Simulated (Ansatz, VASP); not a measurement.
# Ti: VASP beside Ansatz

File INCAR:

```
SYSTEM = Ti
ALGO = Fast
EDIFF = 1E-7
EDIFFG = -0.005
ENCUT = 600
GGA = PE
IBRION = 2
ISIF = 3
ISMEAR = 0
LASPH = .TRUE.
LCHARG = .FALSE.
LREAL = .FALSE.
LWAVE = .FALSE.
NELM = 80
NSW = 100
PREC = Accurate
SIGMA = 0.1
```

KPOINTS

```
k-points
0
G
  18 18 10
  0 0 0
```

POSCAR

```
Ti
1.0
    2.9499978604      0.0000000000      0.0000000000
   -1.4749989302      2.5547730882      0.0000000000
    0.0000000000      0.0000000000      4.6860000000
Ti
2
Direct
    0.3333333333      0.6666666667      0.2500000000
    0.6666666667      0.3333333333      0.7500000000
```

Input for Ansatz:

```yaml
crystal:
  lattice:
    - [2.9499978604, 0.0, 0.0]
    - [-1.4749989302, 2.5547730882, 0.0]
    - [0.0, 0.0, 4.686]
  atoms:
    - { symbol: Ti, position: [0.3333333333, 0.6666666667, 0.25] }
    - { symbol: Ti, position: [0.6666666667, 0.3333333333, 0.75] }
basis:
  ecutwfc: 420
kpoints:
  mp_grid: { grid: [18, 18, 10] }
hamiltonian:
  xc: pbe
scf:
  occupations: { method: gaussian, width: 0.1 }
output:
  forces: true
  stress: true
  eigenvalues: true
relax:
  adjacent_minimum: "off"
  f_tol: 0.005
  max_steps: 80
  cell: { stress_tol: 0.05 }
```

Alike in both runs: task relaxation of cell and atoms; functional PBE; k mesh 18 × 18 × 10; occupations gaussian, width 0.1 eV; no spin polarisation.

```csv
,VASP,Ansatz
version,VASP 6.6.1,Ansatz 0.2.0
potentials or method,"VASP PAW PBE potentials, release 64 (Ti_sv), cutoff 600 eV","scalar-relativistic, plane waves, PAW"
valence electrons in the cell,24,24
```

```csv
,VASP,Ansatz,Ansatz less VASP
"gap on the k mesh at the Fermi level, each at its own relaxed structure (eV)",none,none,-
relaxed volume (Å³/atom),17.35,17.39,+0.038
relaxed length of the cell vector where the two differ most in proportion (Å),4.646,4.651,+0.0045
```

A gap of «none» marks a metal or a gap that the smearing closes.
